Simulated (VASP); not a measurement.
# Ti (P6_3/mmc) in VASP: notebook, part 2 of 2

VASP 6.6.1. Earlier steps stand in the parts before.

### Step 3. Single point, LDA

This run uses another cell than the first one, of 16.15 Å³/atom.

INCAR reads:

```
SYSTEM = Ti
ALGO     = Fast           ! electronic algorithm
EDIFF    = 1E-6           ! SCF threshold, eV
ENCUT    = 520            ! plane-wave cutoff, eV
ISIF     = 2              ! what is computed and relaxed
ISMEAR   = -1             ! smearing method
LASPH    = .True.         ! aspherical terms in the spheres
LCHARG   = .False.        ! write CHGCAR
LREAL    = .False.        ! projectors in reciprocal space
LWAVE    = .False.        ! write WAVECAR
NBANDS   = 19             ! bands
NELM     = 60             ! most SCF steps
PREC     = Accurate       ! precision mode
SIGMA    = 0.15           ! smearing width, eV
```

KPOINTS reads:

```
k-points
0
Gamma
  15 15 8
  0 0 0
```

POSCAR reads:

```
Ti
1.0
    2.8647363023      0.0000000000      0.0000000000
   -1.4323681512      2.4809344130      0.0000000000
    0.0000000000      0.0000000000      4.5458635529
Ti
2
Direct
    0.3333333333      0.6666666667      0.2500000000
    0.6666666667      0.3333333333      0.7500000000
```

Potentials or basis: VASP PAW LDA potentials, release 64 (Ti_sv).

On the command line:

```sh
> cat potpaw_LDA.64/Ti_sv/POTCAR > POTCAR
> mpirun -np 1 vasp_std > vasp.out
```

OUTCAR:

```text
SYSTEM = Ti
   EDIFF = 1E-6
   ENCUT = 520
   ISIF = 2
   ISMEAR = -1
   LASPH = .True.
   LREAL = .False.
   NELM = 60
   PREC = Accurate

 ion  position               nearest neighbor table
   1  0.333  0.667  0.250-   2 2.81   2 2.81   2 2.81   2 2.81   2 2.81   2 2.81
   2  0.667  0.333  0.750-   1 2.81   1 2.81   1 2.81   1 2.81   1 2.81   1 2.81

  LATTYP: Found a hexagonal cell.
 ALAT       =     2.8647363023
 C/A-ratio  =     1.5868349032

  Lattice vectors:

 A1 = (   2.8647363023,   0.0000000000,   0.0000000000)
 A2 = (  -1.4323681512,   2.4809344130,   0.0000000000)
[... 193 lines left out ...]
      6     -23.2935      2.00000
[... 505 lines left out ...]
      6     -23.7054      2.00000
[... 11 lines left out ...]
     18      12.5478      0.00000
     19      14.4106      0.00000

 [... further k-points ...]
[... 5 lines left out ...]
  --------------------------------------------------------------------------------------
  -------------------------------------------------------------------------------------
  Total       -0.0571910     -0.0571910     -0.0523406      0.0000000      0.0000000      0.0000000
  in kB       -2.8361025     -2.8361025     -2.5955727      0.0000000      0.0000000      0.0000000
  external PRESSURE =      -2.7559259 kB  Pullay stress =       0.0000000 kB

 VOLUME and BASIS-vectors are now :
 -----------------------------------------------------------------------------
  energy-cutoff  :      520.00
  volume of cell :       32.31
      direct lattice vectors                 reciprocal lattice vectors
     2.864736302  0.000000000  0.000000000     0.349072269  0.201536968  0.000000000
    -1.432368151  2.480934413  0.000000000     0.000000000  0.403073936  0.000000000
     0.000000000  0.000000000  4.545863553     0.000000000  0.000000000  0.219980206

 POSITION                                       TOTAL-FORCE (eV/Angst)
 -----------------------------------------------------------------------------------
     -0.00000      1.65396      1.13647         0.000000      0.000000      0.000000
      1.43237      0.82698      3.40940        -0.000000      0.000000      0.000000
 -----------------------------------------------------------------------------------
    total drift:                                0.000000     -0.000000      0.000000

  FREE ENERGIE OF THE ION-ELECTRON SYSTEM (eV)
  ---------------------------------------------------
  free  energy   TOTEN  =       -17.1830879921 eV

  energy  without entropy=      -17.0032527608  energy(sigma->0) =      -17.09317038
```

OSZICAR:

```text
N       E                     dE             d eps       ncg     rms          rms(c)
DAV:   1     0.261365805231E+03    0.26137E+03   -0.13114E+04  5154   0.159E+03
DAV:   2     0.106625241896E+02   -0.25070E+03   -0.24652E+03  5297   0.442E+02
DAV:   3    -0.179188383538E+02   -0.28581E+02   -0.28237E+02  9460   0.123E+02
[... 27 lines left out ...]
RMM:  31    -0.171830834123E+02   -0.21499E-05   -0.25535E-05  4725   0.169E-02    0.417E-03
RMM:  32    -0.171830849230E+02   -0.15107E-05   -0.18478E-05  4672   0.154E-02    0.500E-03
RMM:  33    -0.171830862132E+02   -0.12902E-05   -0.15781E-05  4508   0.140E-02    0.569E-03
RMM:  34    -0.171830872103E+02   -0.99716E-06   -0.12256E-05  4470   0.128E-02    0.625E-03
RMM:  35    -0.171830879921E+02   -0.78180E-06   -0.98685E-06  4378   0.118E-02
   1 F= -.17183088E+02 E0= -.17093170E+02  d E =-.179835E+00
```

stdout:

```text
POSCAR found type information on POSCAR Ti
 POSCAR found :  1 types and       2 ions
 scaLAPACK will be used
 LDA part: xc-table for (Slater(with rela. corr.)+CA(PZ))
 , standard interpolation
 POSCAR, INCAR and KPOINTS ok, starting setup
 FFT: planning ... GRIDC
 FFT: planning ... GRID_SOFT
 FFT: planning ... GRID
 WAVECAR not read
 entering main loop
WARNING in EDDRMM: call to ZHEGV failed, returncode =   8  4     18
WARNING in EDDRMM: call to ZHEGV failed, returncode =   8  4      3
WARNING in EDDRMM: call to ZHEGV failed, returncode =   6  3     10
WARNING in EDDRMM: call to ZHEGV failed, returncode =   8  4     12
```

Wall time 5.4 min (1 thread of Intel Xeon 8259CL, shared host); peak memory 0.19 GiB.

Results:

- Free energy: -17.1831 eV
- Pressure: -0.3 GPa
- Band gap on the k mesh: zero (bands 12 and 13 overlap by 1.04 eV)

### Step 4. Relaxation of cell and atoms, LDA

INCAR reads:

```
PREC = Accurate ; ENCUT = 600
EDIFF = 1E-6 ; ISMEAR = 0
SIGMA = 0.1 ; LREAL = False
LASPH = True ; NELM = 100
ALGO = Normal ; ISIF = 3
LWAVE = False ; LCHARG = False
GGA = CA ; IBRION = 2
NSW = 100 ; EDIFFG = -0.002
```

KPOINTS reads:

```
Automatic mesh
0
Gamma
  15 15 8
```

POSCAR reads:

```
Ti
1.0
    2.8670386270      0.0000000000      0.0000000000
   -1.4335193135      2.4829282846      0.0000000000
    0.0000000000      0.0000000000      4.5198682143
Ti
2
Direct
    0.3333333333      0.6666666667      0.2500000000
    0.6666666667      0.3333333333      0.7500000000
```

On the command line:

```sh
> cat potpaw_LDA.64/Ti_sv/POTCAR > POTCAR
> mpirun -np 1 vasp_std > vasp.out
```

Wall time 8.1 min (1 thread of Intel Xeon 8259CL, shared host); peak memory 0.2 GiB.

The run converged. Its results:

```yaml
Free_energy: -17.1039 eV
Relaxed_volume: 16.08 Å³/atom
Relaxed_cell: a = 2.864 Å, b = 2.864 Å, c = 4.527 Å, α = 90.00°, β = 90.00°, γ = 120.00°
Space_group_after_relaxing_to_0.1_Å: P6_3/mmc (No. 194)
Energy_gained_by_relaxing: 0.0 meV/atom
Ionic_steps: 17
Pressure_after_relaxing: 0.0 GPa
Band_gap_on_the_k_mesh: zero (bands 12 and 13 overlap by 1.08 eV)
```

Final structure:
```cif
data_structure
_symmetry_space_group_name_H-M 'P 1'
_symmetry_Int_Tables_number 1
_cell_length_a 2.8642
_cell_length_b 2.8642
_cell_length_c 4.5269
_cell_angle_alpha 90.000
_cell_angle_beta 90.000
_cell_angle_gamma 120.000
_cell_volume 32.16
loop_
_atom_site_label
_atom_site_type_symbol
_atom_site_fract_x
_atom_site_fract_y
_atom_site_fract_z
_atom_site_occupancy
Ti1 Ti 0.33333 0.66667 0.25000 1
Ti2 Ti 0.66667 0.33333 0.75000 1
```

Levels at points of the mesh, in eV from the Fermi level:
```csv
k point,band 8,band 9,band 10,band 11,band 12,band 13,band 14,band 15,band 16
"(0.00, 0.00, 0.00)",-32.17,-6.31,-2.89,0.77,0.77,0.92,1.12,1.33,1.33
"(0.00, 0.00, 0.50)",-32.24,-4.34,-4.34,0.08,0.08,0.66,0.66,0.66,0.66
```

### Step 5. Relaxation of cell and atoms, LDA

INCAR reads:

```
  PREC = Accurate
  ENCUT = 600
  EDIFF = 1E-7
  ISMEAR = -1
  SIGMA = 0.15
  LREAL = False
  LASPH = True
  NELM = 60
  ALGO = Fast
  ISIF = 3
  LWAVE = False
  LCHARG = False
  GGA = CA
  IBRION = 2
  NSW = 80
  EDIFFG = -0.001
```

KPOINTS reads:

```
regular mesh
0
Gamma
  15 15 8
```

POSCAR reads:

```
Ti
1.0
    2.8657446774      0.0000000000      0.0000000000
   -1.4328723387      2.4818076914      0.0000000000
    0.0000000000      0.0000000000      4.5277280831
Ti
2
Direct
    0.3333333333      0.6666666667      0.2500000000
    0.6666666667      0.3333333333      0.7500000000
```

On the command line:

```sh
> cat potpaw_LDA.64/Ti_sv/POTCAR > POTCAR
> mpirun -np 1 vasp_std > vasp.out
```

Wall time 67 min (1 thread of Intel Xeon 8259CL, shared host); peak memory 0.24 GiB.

The run converged. Its results:

- Free energy: -17.1822 eV
- Relaxed volume: 16.13 Å³/atom
- Relaxed cell: a = 2.863 Å, b = 2.863 Å, c = 4.545 Å, α = 90.00°, β = 90.00°, γ = 120.00°
- Space group after relaxing (to 0.1 Å): P6_3/mmc (No. 194)
- Energy gained by relaxing: 0.1 meV/atom
- Ionic steps: 76
- Pressure after relaxing: 0.0 GPa
- Band gap on the k mesh: zero (bands 12 and 13 overlap by 1.04 eV)

Step by step:
```csv
step,energy change (eV),largest force (eV/Å),pressure (GPa),volume (Å³)
1,0.0000,0.0000,0.23,32.20
3,-0.0001,0.0000,-0.19,32.30
5,-0.0001,0.0000,-0.15,32.26
7,-0.0002,0.0000,0.09,32.24
9,0.0001,0.0000,-0.31,32.37
11,-0.0002,0.0000,-0.18,32.28
13,-0.0002,0.0000,-0.07,32.27
15,-0.0002,0.0000,-0.11,32.26
17,-0.0002,0.0000,0.20,32.24
19,-0.0002,0.0000,0.03,32.25
21,-0.0002,0.0000,0.05,32.26
23,-0.0002,0.0000,0.06,32.26
25,-0.0001,0.0000,0.01,32.32
27,-0.0002,0.0000,-0.09,32.28
29,-0.0002,0.0000,0.05,32.25
31,-0.0002,0.0000,0.02,32.26
33,-0.0002,0.0000,0.00,32.27
35,-0.0002,0.0000,-0.03,32.26
37,-0.0002,0.0000,-0.02,32.26
39,-0.0002,0.0000,-0.06,32.23
41,-0.0002,0.0000,0.14,32.23
43,-0.0002,0.0000,0.13,32.23
45,-0.0002,0.0000,0.12,32.23
47,-0.0002,0.0000,0.12,32.23
49,-0.0002,0.0000,0.12,32.23
51,-0.0002,0.0000,0.12,32.23
53,-0.0002,0.0000,0.12,32.23
55,-0.0002,0.0000,0.12,32.23
57,-0.0002,0.0000,0.12,32.23
59,-0.0002,0.0000,0.10,32.24
61,-0.0002,0.0000,0.01,32.26
63,-0.0002,0.0000,-0.05,32.27
65,-0.0002,0.0000,-0.01,32.26
67,-0.0002,0.0000,0.01,32.25
69,-0.0002,0.0000,0.04,32.26
71,-0.0002,0.0000,-0.04,32.28
73,-0.0002,0.0000,-0.02,32.27
75,-0.0002,0.0000,-0.01,32.26
76,-0.0002,0.0000,0.00,32.26
```

Final structure:
```
Ti
1.0
     2.86301    0.00000    0.00000
    -1.43151    2.47944    0.00000
     0.00000    0.00000    4.54499
Ti
2
Direct
  0.33333 0.66667 0.25000
  0.66667 0.33333 0.75000
```

Levels at points of the mesh, in eV from the Fermi level:
```csv
k point,band 9,band 10,band 11,band 12,band 13,band 14,band 15,band 16
"(0.00, 0.00, 0.00)",-6.24,-2.81,0.83,0.83,0.97,1.14,1.39,1.39
"(0.00, 0.00, 0.50)",-4.29,-4.29,0.14,0.14,0.73,0.73,0.73,0.73
```

### Step 6. The runs side by side

```tsv
task	cell	cutoff (eV)	smearing	gap on the mesh (eV)	pressure (GPa)	relaxed volume (Å³/atom)
single point	a = 2.866, b = 2.866, c = 4.528 Å, angles 90.0, 90.0, 120.0°, 2 atoms	520	gaussian 0.1 eV	none	-0.1	-
single point	a = 2.865, b = 2.865, c = 4.546 Å, angles 90.0, 90.0, 120.0°, 2 atoms	520	fermi-dirac 0.15 eV	none	-0.3	-
relaxation of cell and atoms	relaxed from a = 2.867, b = 2.867, c = 4.520 Å, angles 90.0, 90.0, 120.0°, 2 atoms	600	gaussian 0.1 eV	none	0.0	16.08
relaxation of cell and atoms	relaxed from a = 2.866, b = 2.866, c = 4.528 Å, angles 90.0, 90.0, 120.0°, 2 atoms	600	fermi-dirac 0.15 eV	none	0.0	16.13
```

Alike in all rows: level LDA; potentials or basis VASP PAW LDA potentials, release 64 (Ti_sv); no spin polarisation; k mesh 15 × 15 × 8.

Total energies depend on the potentials used, so only differences within one code and one set of settings carry meaning.
